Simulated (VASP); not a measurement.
# WS2 in VASP: further runs

Runs on WS2. Level: PBE. Tasks: single point.

Program: VASP 6.6.1. These are calculated values, not measurements. Logs are shortened: lines on timing, memory, paths and dates and some standing lists are left out, and cuts for length are marked.

### Step 1. The cell of the first run

The cell holds a slab with vacuum, 3 atoms: a = 3.184 Å, b = 3.184 Å, c = 16.951 Å, α = 90.00°, β = 90.00°, γ = 120.00°.

### Step 2. Single point, PBE

File INCAR:

```
PREC = Accurate
ENCUT = 520
EDIFF = 1E-6
ISMEAR = 0
SIGMA = 0.15
LREAL = False
LASPH = True
NELM = 80
ALGO = Normal
ISIF = 2
LWAVE = False
LCHARG = False
GGA = PE
NBANDS = 20
```

File KPOINTS:

```
regular mesh
0
Gamma
  12 12 2
```

File POSCAR:

```
WS2
1.0
    3.1835160000      0.0000000000      0.0000000000
   -1.5917580000      2.7570060000      0.0000000000
    0.0000000000      0.0000000000     16.9505780000
W S
1 2
Direct
    0.3333333333      0.6666666667      0.0000000000
    0.6666666667      0.3333333333      0.9079990000
    0.6666666667      0.3333333333      0.0920010000
```

Potentials or basis: VASP PAW PBE potentials, release 64 (W_sv, S).

Run with:

```bash
$ cat potpaw_PBE.64/W_sv/POTCAR potpaw_PBE.64/S/POTCAR > POTCAR
$ mpirun -np 1 vasp_std > vasp.out
```

OUTCAR:

```text
PREC = Accurate
   ENCUT = 520
   EDIFF = 1E-6
   ISMEAR = 0
   LREAL = False
   LASPH = True
   NELM = 80
   ISIF = 2
   GGA = PE

 ion  position               nearest neighbor table
   1  0.333  0.667  0.000-   2 2.41   3 2.41   2 2.41   3 2.41   2 2.41   3 2.41
   2  0.667  0.333  0.908-   1 2.41   1 2.41   1 2.41
   3  0.667  0.333  0.092-   1 2.41   1 2.41   1 2.41

  LATTYP: Found a hexagonal cell.
 ALAT       =     3.1835160000
 C/A-ratio  =     5.3244833700

  Lattice vectors:

 A1 = (   3.1835160000,   0.0000000000,   0.0000000000)
 A2 = (  -1.5917580000,   2.7570060000,   0.0000000000)
 A3 = (   0.0000000000,   0.0000000000,  16.9505780000)

Analysis of symmetry for initial positions (statically):
=====================================================================
 Subroutine PRICEL returns:
 Original cell was already a primitive cell.

 Routine SETGRP: Setting up the symmetry group for a
 hexagonal supercell.

 Subroutine GETGRP returns: Found 12 space group operations
 (whereof 12 operations were pure point group operations)
 out of a pool of 24 trial point group operations.

The static configuration has the point symmetry D_3h.

Analysis of symmetry for dynamics (positions and initial velocities):
=====================================================================
 Subroutine PRICEL returns:
 Original cell was already a primitive cell.

 Routine SETGRP: Setting up the symmetry group for a
 hexagonal supercell.

 Subroutine GETGRP returns: Found 12 space group operations
 (whereof 12 operations were pure point group operations)
 out of a pool of 24 trial point group operations.

The dynamic configuration has the point symmetry D_3h.

 Subroutine INISYM returns: Found 12 space group operations
 (whereof 12 operations are pure point group operations),
 and found     1 'primitive' translations

----------------------------------------------------------------------------------------

                                     Primitive cell

  volume of cell :     148.7748

  direct lattice vectors                    reciprocal lattice vectors
     3.183516000  0.000000000  0.000000000     0.314118101  0.181356152  0.000000000
    -1.591758000  2.757006000  0.000000000     0.000000000  0.362712305  0.000000000
     0.000000000  0.000000000 16.950578000     0.000000000  0.000000000  0.058995038

  length of vectors
     3.183516000  3.183516234 16.950578000     0.362712331  0.362712305  0.058995038

  position of ions in fractional coordinates (direct lattice)
     0.333333333  0.666666667  0.000000000
     0.666666667  0.333333333  0.907999000
     0.666666667  0.333333333  0.092001000

  ion indices of the primitive-cell ions
   primitive index   ion index
                 1           1
                 2           2
                 3           3

----------------------------------------------------------------------------------------

 KPOINTS: regular mesh

Automatic generation of k-mesh.
 Grid dimensions read from file:
 generate k-points for:   12   12    2

 Generating k-lattice:

  Cartesian coordinates                     Fractional coordinates (reciprocal lattice)
     0.026176508  0.015113013  0.000000000     0.083333333  0.000000000  0.000000000
     0.000000000  0.030226025  0.000000000     0.000000000  0.083333333  0.000000000
     0.000000000  0.000000000  0.029497519     0.000000000  0.000000000  0.500000000

  Length of vectors
     0.030226028  0.030226025  0.029497519

  Shift w.r.t. Gamma in fractional coordinates (k-lattice)
     0.000000000  0.000000000  0.000000000

 Subroutine IBZKPT returns following result:
 ===========================================

 Found     38 irreducible k-points:

 Following reciprocal coordinates:
            Coordinates               Weight
  0.000000  0.000000  0.000000      1.000000
  0.083333  0.000000  0.000000      6.000000
  0.166667  0.000000  0.000000      6.000000
  0.250000  0.000000  0.000000      6.000000
  0.333333 -0.000000  0.000000      6.000000
  0.416667 -0.000000  0.000000      6.000000
[... 16 lines left out ...]
  0.250000  0.000000  0.500000      6.000000
  0.333333 -0.000000  0.500000      6.000000
 [... further k-points ...]
   k-points           NKPTS =     38   k-points in BZ     NKDIM =     38   number of bands    NBANDS=     20
   number of dos      NEDOS =    301   number of ions     NIONS =      3
   total plane-waves  NPLWV =  72576
   dimension x,y,z NGX =    24 NGY =   24 NGZ =  126
   dimension x,y,z NGXF=    48 NGYF=   48 NGZF=  252
   ions per type =               1   2
   NGX,Y,Z   is equivalent  to a cutoff of  12.53, 12.53, 12.36 a.u.
   NGXF,Y,Z  is equivalent  to a cutoff of  25.07, 25.07, 24.72 a.u.
 SYSTEM =  unknown system
   PREC   = accura    normal or accurate (medium, high low for compatibility)
   ISTART =      0    job   : 0-new  1-cont  2-samecut
   ICHARG =      2    charge: 1-file 2-atom 10-const
   ISPIN  =      1    spin polarized calculation?
   LNONCOLLINEAR =      F non collinear calculations
   LSORBIT =      F    spin-orbit coupling
   LASPH  =      T    aspherical Exc in radial PAW
   ENCUT  =  520.0 eV  38.22 Ry    6.18 a.u.   5.92  5.92 31.52*2*pi/ulx,y,z
   NELM   =     80;   NELMIN=  2; NELMDL= -5     # of ELM steps
   EDIFF  = 0.1E-05   stopping-criterion for ELM
   LREAL  =      F    real-space projection
   EDIFFG = 0.1E-04   stopping-criterion for IOM
   NSW    =      0    number of steps for IOM
   IBRION =     -1    ionic relax: 0-MD 1-quasi-New 2-CG
   NFREE  =      0    steps in history (QN), initial steepest desc. (CG)
   ISIF   =      2    stress and relaxation
   ISYM   =      2    0-nonsym 1-usesym 2-fastsym
   POTIM  = 0.5000    time-step for ionic-motion
   TEBEG  =    0.0;   TEEND  =   0.0 temperature during run
   PSTRESS=    0.0 pullay stress
   NELECT =      26.0000    total number of electrons
   NUPDOWN=      -1.0000    fix difference up-down
   EMIN   =  10.00;   EMAX   =-10.00  energy-range for DOS
   EFERMI =   0.00;   METHOD = LEGACY
   ISMEAR =     0;   SIGMA  =   0.15  broadening in eV -4-tet -1-fermi 0-gaus
   EFERMI_NEDOS =   21; number of points for ismear=-14 and -15
   IALGO  =     38    algorithm
   IMIX   =      4    mixing-type and parameters
     AMIX     =   0.40;   BMIX     =  1.00
     AMIX_MAG =   1.60;   BMIX_MAG =  1.00
  volume/ion in A,a.u.               =      49.59       334.66
  Fermi-wavevector in a.u.,A,eV,Ry     =   0.915285  1.729637 11.398227  0.837746
  Thomas-Fermi vector in A             =   2.040009
   LORBIT       =      0    0 simple, 1 ext, 2 COOP (PROOUT), +10 PAW based schemes
   GGA     = PE    functional components
   LHFCALC =     F    Hartree Fock is set to
   AEXX    =    0.0000 exact exchange contribution
   IVDW    =     0    specifies the selected vdW correction
   LEPSILON=     F    determine dielectric tensor
   LRPA    =     F    only Hartree local field effects (RPA)
 non-spin polarized calculation
 Gauss-broadening in eV      SIGMA  =   0.15
  energy-cutoff  :      520.00
  volume of cell :      148.77
 maximum number of plane-waves:      4032
 NGX is ok and might be reduce to    24
   NGX = 11   NGY = 11   NGZ = 63

 number of electron      25.9999999 magnetization

 Free energy of the ion-electron system (eV)
  ---------------------------------------------------
  ext. energy  EPLUGINS =         0.00000000
  ---------------------------------------------------
  free energy    TOTEN  =       -23.67113570 eV

  energy without entropy =      -23.67113570  energy(sigma->0) =      -23.67113570

 E-fermi :  -0.5020     XC(G=0):  -4.5415

 val. band max:       -1.2174511820   @ k =   0.3333   0.3333   0.5000
 cond. band min:       0.5803524489   @ k =   0.3333   0.3333   0.0000
 fundamental gap:      1.7978036309
 Fermi energy:        -0.5019516283

 k-point     1 :       0.0000    0.0000    0.0000
  band No.  band energies     occupation
      1     -75.2302      2.00000
      2     -39.4671      2.00000
      3     -39.3221      2.00000
      4     -39.3221      2.00000
      5     -15.9880      2.00000
      6     -14.3224      2.00000
[... 12 lines left out ...]
     19       4.2544      0.00000
     20       4.3476      0.00000

 k-point     2 :       0.0833    0.0000    0.0000
  band No.  band energies     occupation
      1     -75.2291      2.00000
      2     -39.4630      2.00000
      3     -39.3448      2.00000
      4     -39.3273      2.00000
      5     -15.8735      2.00000
      6     -14.2814      2.00000
[... 12 lines left out ...]
     19       4.3918      0.00000
     20       4.7292      0.00000

 k-point     3 :       0.1667    0.0000    0.0000
  band No.  band energies     occupation
      1     -75.2260      2.00000
      2     -39.4518      2.00000
      3     -39.4066      2.00000
      4     -39.3418      2.00000
      5     -15.5477      2.00000
      6     -14.1651      2.00000
[... 12 lines left out ...]
     19       4.7865      0.00000
     20       5.6050      0.00000

 k-point     4 :       0.2500    0.0000    0.0000
  band No.  band energies     occupation
      1     -75.2219      2.00000
      2     -39.4899      2.00000
      3     -39.4365      2.00000
      4     -39.3614      2.00000
      5     -15.0641      2.00000
      6     -13.9943      2.00000
[... 12 lines left out ...]
     19       5.3873      0.00000
     20       6.1506      0.00000

 k-point     5 :       0.3333   -0.0000    0.0000
  band No.  band energies     occupation
      1     -75.2177      2.00000
      2     -39.5721      2.00000
      3     -39.4211      2.00000
      4     -39.3810      2.00000
      5     -14.5178      2.00000
      6     -13.8068      2.00000
[... 12 lines left out ...]
     19       6.0295      0.00000
     20       6.0584      0.00000

 k-point     6 :       0.4167   -0.0000    0.0000
  band No.  band energies     occupation
      1     -75.2147      2.00000
      2     -39.6315      2.00000
      3     -39.4098      2.00000
      4     -39.3952      2.00000
      5     -14.0582      2.00000
      6     -13.6564      2.00000
[... 12 lines left out ...]
     19       6.3572      0.00000
     20       6.4312      0.00000

 k-point     7 :       0.5000    0.0000    0.0000
  band No.  band energies     occupation
      1     -75.2135      2.00000
      2     -39.6531      2.00000
      3     -39.4057      2.00000
      4     -39.4004      2.00000
      5     -13.8718      2.00000
      6     -13.5979      2.00000
[... 12 lines left out ...]
     19       6.4740      0.00000
     20       6.7098      0.00000
[... 277 lines left out ...]
 k-point    20 :       0.0000    0.0000    0.5000
  band No.  band energies     occupation
      1     -75.2302      2.00000
      2     -39.4671      2.00000
      3     -39.3221      2.00000
      4     -39.3221      2.00000
      5     -15.9880      2.00000
      6     -14.3224      2.00000
[... 12 lines left out ...]
     19       4.0437      0.00000
     20       4.5286      0.00000

 k-point    21 :       0.0833    0.0000    0.5000
  band No.  band energies     occupation
      1     -75.2291      2.00000
      2     -39.4630      2.00000
      3     -39.3448      2.00000
      4     -39.3274      2.00000
      5     -15.8735      2.00000
      6     -14.2814      2.00000
[... 12 lines left out ...]
     19       4.1820      0.00000
     20       4.8890      0.00000

 k-point    22 :       0.1667    0.0000    0.5000
  band No.  band energies     occupation
      1     -75.2260      2.00000
      2     -39.4518      2.00000
      3     -39.4066      2.00000
      4     -39.3418      2.00000
      5     -15.5477      2.00000
      6     -14.1651      2.00000
[... 12 lines left out ...]
     19       4.6502      0.00000
     20       5.9845      0.00000

 k-point    23 :       0.2500    0.0000    0.5000
  band No.  band energies     occupation
      1     -75.2219      2.00000
      2     -39.4899      2.00000
      3     -39.4365      2.00000
      4     -39.3614      2.00000
      5     -15.0641      2.00000
      6     -13.9943      2.00000
[... 12 lines left out ...]
     19       5.2173      0.00000
     20       6.5478      0.00000

 k-point    24 :       0.3333   -0.0000    0.5000
  band No.  band energies     occupation
      1     -75.2177      2.00000
      2     -39.5721      2.00000
      3     -39.4211      2.00000
      4     -39.3810      2.00000
      5     -14.5178      2.00000
      6     -13.8068      2.00000
[... 12 lines left out ...]
     19       5.9499      0.00000
     20       6.1293      0.00000

 [... further k-points ...]

------------------------ aborting loop because EDIFF is reached ----------------------------------------

  FORCE on cell =-STRESS in cart. coord.  units (eV):
  Direction    XX          YY          ZZ          XY          YZ          ZX
  --------------------------------------------------------------------------------------
  -------------------------------------------------------------------------------------
  Total        0.4021987      0.4021987      0.7920877      0.0000000      0.0000000      0.0000000
  in kB        4.3313366      4.3313375      8.5301092      0.0000000      0.0000000      0.0000000
  external PRESSURE =       5.7309277 kB  Pullay stress =       0.0000000 kB

 VOLUME and BASIS-vectors are now :
 -----------------------------------------------------------------------------
  energy-cutoff  :      520.00
  volume of cell :      148.77
      direct lattice vectors                 reciprocal lattice vectors
     3.183516000  0.000000000  0.000000000     0.314118101  0.181356152  0.000000000
    -1.591758000  2.757006000  0.000000000     0.000000000  0.362712305  0.000000000
     0.000000000  0.000000000 16.950578000     0.000000000  0.000000000  0.058995038

 POSITION                                       TOTAL-FORCE (eV/Angst)
 -----------------------------------------------------------------------------------
     -0.00000      1.83800      0.00000         0.000000     -0.000000      0.000000
      1.59176      0.91900     15.39111        -0.000000      0.000000     -0.263235
      1.59176      0.91900      1.55947        -0.000000      0.000000      0.263235
 -----------------------------------------------------------------------------------
    total drift:                                0.000000      0.000003     -0.000000

  FREE ENERGIE OF THE ION-ELECTRON SYSTEM (eV)
  ---------------------------------------------------
  free  energy   TOTEN  =       -23.6711357006 eV

  energy  without entropy=      -23.6711357006  energy(sigma->0) =      -23.67113570
```

Run time: 1.7 min. Hardware: 1 thread of Intel Xeon 6975P-C (Granite Rapids), shared host; peak memory 0.29 GiB.

Results:

| Property | Result |
| --- | --- |
| Free energy | -23.6711 eV |
| Largest force | 0.263 eV/Å |
| Band gap on the k mesh | 1.80 eV |

Forces in eV/Å, atoms in the order of the input:
```
W    0.000  0.000  0.000
S    0.000  0.000 -0.263
S    0.000  0.000  0.263
```

Levels at points of the mesh, in eV from the valence-band top:
```csv
k point,band 10,band 11,band 12,band 13,band 14,band 15,band 16,band 17
"(0.00, 0.00, 0.00)",-2.08,-1.65,-1.65,0.00,2.90,2.90,3.08,3.08
"(0.50, 0.00, 0.00)",-3.44,-2.11,-1.30,-0.92,2.85,3.31,4.09,4.77
"(0.00, 0.00, 0.50)",-2.08,-1.65,-1.65,0.00,2.90,2.90,3.08,3.08
"(0.50, 0.00, 0.50)",-3.44,-2.11,-1.30,-0.92,2.85,3.31,4.09,4.77
```

Caveat: spin-orbit coupling is left out, which moves the levels of the heavy elements.

(Part 1 of 2 ends here.)
